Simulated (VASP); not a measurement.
# Tc (P6_3/mmc) in VASP: further runs

The runs below take Tc through relaxation of shape and atoms at fixed volume, with PBEsol.

Program: VASP 6.6.1. These are calculated values, not measurements. Logs are shortened: lines on timing, memory, paths and dates and some standing lists are left out, and cuts for length are marked.

## (1) The cell of the first run

It takes space group P6_3/mmc (No. 194, hexagonal). Conventional cell: a = 2.687 Å, b = 2.687 Å, c = 4.297 Å, α = 90.00°, β = 90.00°, γ = 120.00°. Tc (site symmetry -6m2) has 12 Tc at 2.65 to 2.69 Å within 3.5 Å.

## (2) Relaxation of shape and atoms at fixed volume, PBEsol (13.44 Å³/atom)

Input file INCAR:

```
SYSTEM = Tc
ALGO = Fast
EDIFF = 1E-6
EDIFFG = -0.01
ENCUT = 600
GGA = PS
IBRION = 2
ISIF = 4
ISMEAR = 0
LASPH = .TRUE.
LCHARG = .FALSE.
LREAL = .FALSE.
LWAVE = .FALSE.
NELM = 100
NSW = 60
PREC = Accurate
SIGMA = 0.05
```

Input file KPOINTS:

```
k-points
0
G
  18 18 10
  0 0 0
```

Input file POSCAR:

```
Tc
1.0
    2.6873967515      0.0000000000      0.0000000000
   -1.3436983757      2.3273538568      0.0000000000
    0.0000000000      0.0000000000      4.2968786750
Tc
2
Direct
    0.3333333333      0.6666666667      0.2500000000
    0.6666666667      0.3333333333      0.7500000000
```

Potentials or basis: VASP PAW PBE potentials, release 64 (Tc_pv).

Launch:

```sh
$ cat potpaw_PBE.64/Tc_pv/POTCAR > POTCAR
$ mpirun -np 1 vasp_std > vasp.out
```

OUTCAR:

```text
SYSTEM = Tc
   EDIFF = 1E-6
   EDIFFG = -0.01
   ENCUT = 600
   GGA = PS
   IBRION = 2
   ISIF = 4
   ISMEAR = 0
   LASPH = .TRUE.
   LREAL = .FALSE.
   NELM = 100
   NSW = 60
   PREC = Accurate

 ion  position               nearest neighbor table
   1  0.333  0.667  0.250-   2 2.65   2 2.65   2 2.65   2 2.65   2 2.65   2 2.65
   2  0.667  0.333  0.750-   1 2.65   1 2.65   1 2.65   1 2.65   1 2.65   1 2.65

  LATTYP: Found a hexagonal cell.
 ALAT       =     2.6873967515
 C/A-ratio  =     1.5989000034

  Lattice vectors:

 A1 = (   2.6873967515,   0.0000000000,   0.0000000000)
 A2 = (  -1.3436983757,   2.3273538568,   0.0000000000)
 A3 = (   0.0000000000,   0.0000000000,   4.2968786750)

Analysis of symmetry for initial positions (statically):
=====================================================================
 Subroutine PRICEL returns:
 Original cell was already a primitive cell.

 Routine SETGRP: Setting up the symmetry group for a
 hexagonal supercell.

 Subroutine GETGRP returns: Found 24 space group operations
 (whereof 12 operations were pure point group operations)
 out of a pool of 24 trial point group operations.

The static configuration has the point symmetry D_3d.
 The point group associated with its full space group is D_6h.

Analysis of symmetry for dynamics (positions and initial velocities):
=====================================================================
 Subroutine PRICEL returns:
 Original cell was already a primitive cell.

 Routine SETGRP: Setting up the symmetry group for a
 hexagonal supercell.

 Subroutine GETGRP returns: Found 24 space group operations
 (whereof 12 operations were pure point group operations)
 out of a pool of 24 trial point group operations.

The dynamic configuration has the point symmetry D_3d.
 The point group associated with its full space group is D_6h.

 Subroutine INISYM returns: Found 24 space group operations
 (whereof 12 operations are pure point group operations),
 and found     1 'primitive' translations

----------------------------------------------------------------------------------------

                                     Primitive cell

  volume of cell :      26.8749

  direct lattice vectors                    reciprocal lattice vectors
     2.687396752  0.000000000  0.000000000     0.372107319  0.214836261  0.000000000
    -1.343698376  2.327353857  0.000000000     0.000000000  0.429672521  0.000000000
     0.000000000  0.000000000  4.296878675     0.000000000  0.000000000  0.232727074

  length of vectors
     2.687396752  2.687396751  4.296878675     0.429672521  0.429672521  0.232727074

  position of ions in fractional coordinates (direct lattice)
     0.333333333  0.666666667  0.250000000
     0.666666667  0.333333333  0.750000000

  ion indices of the primitive-cell ions
   primitive index   ion index
                 1           1
                 2           2

----------------------------------------------------------------------------------------

 KPOINTS: k-points

Automatic generation of k-mesh.
 Grid dimensions read from file:
 generate k-points for:   18   18   10

 Generating k-lattice:

  Cartesian coordinates                     Fractional coordinates (reciprocal lattice)
     0.020672629  0.011935348  0.000000000     0.055555556  0.000000000  0.000000000
     0.000000000  0.023870696  0.000000000     0.000000000  0.055555556  0.000000000
     0.000000000  0.000000000  0.023272707     0.000000000  0.000000000  0.100000000

  Length of vectors
     0.023870696  0.023870696  0.023272707
[... 54 lines left out ...]
   EDIFF  = 0.1E-05   stopping-criterion for ELM
   LREAL  =      F    real-space projection
   EDIFFG = -.1E-01   stopping-criterion for IOM
   NSW    =     60    number of steps for IOM
   IBRION =      2    ionic relax: 0-MD 1-quasi-New 2-CG
   NFREE  =      1    steps in history (QN), initial steepest desc. (CG)
   ISIF   =      4    stress and relaxation
   ISYM   =      2    0-nonsym 1-usesym 2-fastsym
   POTIM  = 0.5000    time-step for ionic-motion
   TEBEG  =    0.0;   TEEND  =   0.0 temperature during run
   PSTRESS=    0.0 pullay stress
   NELECT =      26.0000    total number of electrons
   NUPDOWN=      -1.0000    fix difference up-down
   EMIN   =  10.00;   EMAX   =-10.00  energy-range for DOS
   EFERMI =   0.00;   METHOD = LEGACY
   ISMEAR =     0;   SIGMA  =   0.05  broadening in eV -4-tet -1-fermi 0-gaus
   EFERMI_NEDOS =   21; number of points for ismear=-14 and -15
   IALGO  =     68    algorithm
   IMIX   =      4    mixing-type and parameters
     AMIX     =   0.40;   BMIX     =  1.00
     AMIX_MAG =   1.60;   BMIX_MAG =  1.00
  volume/ion in A,a.u.               =      13.44        90.68
  Fermi-wavevector in a.u.,A,eV,Ry     =   1.619137  3.059725 35.669083  2.621604
  Thomas-Fermi vector in A             =   2.713286
   LORBIT       =      0    0 simple, 1 ext, 2 COOP (PROOUT), +10 PAW based schemes
   GGA     = PS    functional components
   LHFCALC =     F    Hartree Fock is set to
   AEXX    =    0.0000 exact exchange contribution
   IVDW    =     0    specifies the selected vdW correction
   LEPSILON=     F    determine dielectric tensor
   LRPA    =     F    only Hartree local field effects (RPA)
 conjugate gradient relaxation of ions
 non-spin polarized calculation
 RMM-DIIS sequential band-by-band and
 Gauss-broadening in eV      SIGMA  =   0.05
  energy-cutoff  :      600.00
  volume of cell :       26.87
 maximum number of plane-waves:       923
 NGX is ok and might be reduce to    24
   NGX = 11   NGY = 11   NGZ = 17

--------------------------------------- Ionic step        1  -------------------------------------------

 number of electron      26.0000003 magnetization

 Free energy of the ion-electron system (eV)
  ---------------------------------------------------
  ext. energy  EPLUGINS =         0.00000000
  ---------------------------------------------------
  free energy    TOTEN  =       -22.49185397 eV

  energy without entropy =      -22.48990658  energy(sigma->0) =      -22.49088027

------------------------ aborting loop because EDIFF is reached ----------------------------------------

  FORCE on cell =-STRESS in cart. coord.  units (eV):
  Direction    XX          YY          ZZ          XY          YZ          ZX
  --------------------------------------------------------------------------------------
  -------------------------------------------------------------------------------------
  Total        2.3651635      2.3651635      2.4110458      0.0000000      0.0000000     -0.0000000
  in kB      141.0017311    141.0017311    143.7370556      0.0000000      0.0000000     -0.0000000
  external PRESSURE =     141.9135060 kB  Pullay stress =       0.0000000 kB

 VOLUME and BASIS-vectors are now :
 -----------------------------------------------------------------------------
  energy-cutoff  :      600.00
  volume of cell :       26.87
      direct lattice vectors                 reciprocal lattice vectors
     2.687396752  0.000000000  0.000000000     0.372107319  0.214836261  0.000000000
    -1.343698376  2.327353857  0.000000000     0.000000000  0.429672521  0.000000000
     0.000000000  0.000000000  4.296878675     0.000000000  0.000000000  0.232727074

 POSITION                                       TOTAL-FORCE (eV/Angst)
 -----------------------------------------------------------------------------------
     -0.00000      1.55157      1.07422        -0.000000     -0.000000      0.000000
      1.34370      0.77578      3.22266         0.000000      0.000000      0.000000
 -----------------------------------------------------------------------------------
    total drift:                                0.000000     -0.000000      0.000000

  FREE ENERGIE OF THE ION-ELECTRON SYSTEM (eV)
  ---------------------------------------------------
  free  energy   TOTEN  =       -22.4918539676 eV

  energy  without entropy=      -22.4899065764  energy(sigma->0) =      -22.49088027

--------------------------------------- Ionic step        2  -------------------------------------------

 number of electron      26.0000003 magnetization

 Free energy of the ion-electron system (eV)
  ---------------------------------------------------
  ext. energy  EPLUGINS =         0.00000000
  ---------------------------------------------------
  free energy    TOTEN  =       -22.49185864 eV

  energy without entropy =      -22.48990624  energy(sigma->0) =      -22.49088244

 E-fermi :  13.5778     XC(G=0): -14.3143

 val. band max:       13.5777257906   @ k =   0.3889   0.2222   0.3000
 cond. band min:      13.5781493200   @ k =   0.3333   0.3333   0.0000
 fundamental gap:      0.0004235295
 Fermi energy:        13.5777573143

 k-point     1 :       0.0000    0.0000    0.0000
  band No.  band energies     occupation
      1     -25.9632      2.00000
      2     -24.5967      2.00000
      3     -24.5967      2.00000
      4     -24.3680      2.00000
      5     -24.3680      2.00000
      6     -24.3183      2.00000
[... 457 lines left out ...]
      4     -25.0050      2.00000
      5     -24.7225      2.00000
      6     -24.6357      2.00000
[... 9 lines left out ...]
     16      17.0820      0.00000
     17      19.1099      0.00000

 [... further k-points ...]

------------------------ aborting loop because EDIFF is reached ----------------------------------------

  FORCE on cell =-STRESS in cart. coord.  units (eV):
  Direction    XX          YY          ZZ          XY          YZ          ZX
  --------------------------------------------------------------------------------------
  -------------------------------------------------------------------------------------
  Total        2.3640657      2.3640657      2.3347067      0.0000000      0.0000000      0.0000000
  in kB      140.9362867    140.9362867    139.1860211      0.0000000      0.0000000      0.0000000
  external PRESSURE =     140.3528648 kB  Pullay stress =       0.0000000 kB

 VOLUME and BASIS-vectors are now :
 -----------------------------------------------------------------------------
  energy-cutoff  :      600.00
  volume of cell :       26.87
      direct lattice vectors                 reciprocal lattice vectors
     2.686405698  0.000000000 -0.000000000     0.372244595  0.214915517 -0.000000000
    -1.343202849  2.326495579  0.000000000    -0.000000000  0.429831034 -0.000000000
    -0.000000000  0.000000000  4.300049620     0.000000000 -0.000000000  0.232555456

 POSITION                                       TOTAL-FORCE (eV/Angst)
 -----------------------------------------------------------------------------------
     -0.00000      1.55100      1.07501        -0.000000      0.000000      0.000000
      1.34320      0.77550      3.22504         0.000000     -0.000000      0.000000
 -----------------------------------------------------------------------------------
    total drift:                                0.000000     -0.000000      0.000000

  FREE ENERGIE OF THE ION-ELECTRON SYSTEM (eV)
  ---------------------------------------------------
  free  energy   TOTEN  =       -22.4918586418 eV

  energy  without entropy=      -22.4899062360  energy(sigma->0) =      -22.49088244

 reached required accuracy - stopping structural energy minimisation
```

It took 62 s on 1 thread of Intel Xeon Platinum 8559C (Emerald Rapids), shared host; peak memory 0.24 GiB.

Results:

```yaml
Free_energy: -22.4919 eV
Energy_gained_by_relaxing: 0.0 meV/atom
Ionic_steps: 2
Pressure_after_relaxing: 14.0 GPa
Band_gap_on_the_k_mesh: zero (bands 13 and 14 overlap by 3.75 eV)
```

Stress tensor (GPa, compression positive):
```
14.09  0.00  0.00
 0.00 14.09  0.00
 0.00  0.00 13.92
```

Final structure:
```cif
data_structure
_symmetry_space_group_name_H-M 'P 1'
_symmetry_Int_Tables_number 1
_cell_length_a 2.6864
_cell_length_b 2.6864
_cell_length_c 4.3000
_cell_angle_alpha 90.000
_cell_angle_beta 90.000
_cell_angle_gamma 120.000
_cell_volume 26.87
loop_
_atom_site_label
_atom_site_type_symbol
_atom_site_fract_x
_atom_site_fract_y
_atom_site_fract_z
_atom_site_occupancy
Tc1 Tc 0.33333 0.66667 0.25000 1
Tc2 Tc 0.66667 0.33333 0.75000 1
```

Levels at points of the mesh, in eV from the Fermi level:
| k point | band 10 | band 11 | band 12 | band 13 | band 14 | band 15 | band 16 | band 17 |
| --- | --- | --- | --- | --- | --- | --- | --- | --- |
| (0.00, 0.00, 0.00) | -1.69 | -1.58 | -0.88 | -0.88 | -0.13 | -0.13 | 1.90 | 2.81 |
| (0.50, 0.00, 0.00) | -2.08 | -1.18 | -0.90 | -0.48 | 3.26 | 3.73 | 3.75 | 5.84 |
| (0.00, 0.00, 0.50) | -1.96 | -1.83 | -1.83 | -1.83 | -1.83 | 2.09 | 2.09 | 2.09 |
| (0.50, 0.00, 0.50) | -4.01 | 0.16 | 0.16 | 1.60 | 1.60 | 3.55 | 3.55 | 4.79 |

Caveat: the PAW data sets were made with another functional, which shifts forces and pressure a little.

## (3) Relaxation of shape and atoms at fixed volume, PBEsol (13.72 Å³/atom)

This run uses another cell than the first one, of 13.72 Å³/atom.

Input file INCAR:

```
ALGO = Fast
EDIFF = 1E-7
EDIFFG = -0.01
ENCUT = 600
GGA = PS
IBRION = 2
ISIF = 4
ISMEAR = 0
LASPH = True
LCHARG = False
LREAL = False
LWAVE = False
NELM = 100
NSW = 60
PREC = Accurate
SIGMA = 0.05
```

Input file KPOINTS:

```
k-points
0
Gamma
  18 18 10
```

Input file POSCAR:

```
Tc
1.0
    2.7059311079      0.0000000000      0.0000000000
   -1.3529655539      2.3434050803      0.0000000000
    0.0000000000      0.0000000000      4.3265132575
Tc
2
Direct
    0.3333333333      0.6666666667      0.2500000000
    0.6666666667      0.3333333333      0.7500000000
```

Potentials or basis: VASP PAW PBE potentials, release 64 (Tc_pv).

Launch:

```sh
$ cat potpaw_PBE.64/Tc_pv/POTCAR > POTCAR
$ mpirun -np 1 vasp_std > vasp.out
```

Run time: 54 s. Hardware: 1 thread of Intel Xeon Platinum 8559C (Emerald Rapids), shared host; peak memory 0.24 GiB.

Results (log left out):

* Free energy: -22.5275 eV
* Pressure after relaxing: 6.4 GPa
* Band gap on the k mesh: zero (bands 13 and 14 overlap by 3.64 eV)

Stress tensor (GPa, compression positive):
```
6.32 0.00 0.00
0.00 6.32 0.00
0.00 0.00 6.43
```

Final structure:
```yaml
crystal:
  lattice:
    - [2.70593, 0.00000, 0.00000]
    - [-1.35297, 2.34341, 0.00000]
    - [0.00000, 0.00000, 4.32651]
  atoms:
    - { symbol: Tc, position: [0.33333, 0.66667, 0.25000] }
    - { symbol: Tc, position: [0.66667, 0.33333, 0.75000] }
```

Levels at points of the mesh, in eV from the Fermi level:
```csv
k point,band 10,band 11,band 12,band 13,band 14,band 15,band 16,band 17
"(0.00, 0.00, 0.00)",-1.63,-1.51,-0.85,-0.85,-0.13,-0.13,1.84,2.74
"(0.50, 0.00, 0.00)",-2.02,-1.14,-0.91,-0.46,3.16,3.62,3.63,5.68
"(0.00, 0.00, 0.50)",-1.92,-1.77,-1.77,-1.77,-1.77,2.03,2.03,2.03
"(0.50, 0.00, 0.50)",-3.88,0.16,0.16,1.55,1.55,3.44,3.44,4.66
```

Caveat: the relaxation stopped at its first step, so nothing moved; the PAW data sets were made with another functional, which shifts forces and pressure a little.
